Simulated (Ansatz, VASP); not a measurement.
## Ir in VASP and in Ansatz

```xyz
4
Lattice="2.7856 0.0000 0.0000 -1.3928 2.4124 0.0000 0.0000 0.0000 9.1023" Properties=species:S:1:pos:R:3 pbc="T T T"
Ir    1.3928    2.4124    9.1023
Ir    1.3928    2.4124    4.5512
Ir    0.0000    1.6082    2.2756
Ir    1.3928    0.8041    6.8268
```

Alike in both runs: task single point; functional BLYP; k mesh 15 × 15 × 4; occupations fermi-dirac, width 0.1 eV; no spin polarisation.

|  | VASP | Ansatz |
| --- | --- | --- |
| version | VASP 6.6.1 | Ansatz 0.2.0 |
| potentials or method | VASP PAW PBE potentials, release 64 (Ir_sv_GW), cutoff 500 eV | plane waves (420 eV) with PAW, scalar-relativistic |
| valence electrons in the cell | 68 | 68 |

Ansatz gave:

| Property | Result |
| --- | --- |
| pressure (GPa) | -0.1 |
| traceless stress, the component that is largest in VASP (GPa) | -0.06 |

Task: What did VASP give for the same quantities?

Result: Pressure (GPa): -1.5; traceless stress, the component that is largest in VASP (GPa): -0.06.

VASP's potentials were made for PBE, not for BLYP.

Spin-orbit coupling is off throughout.
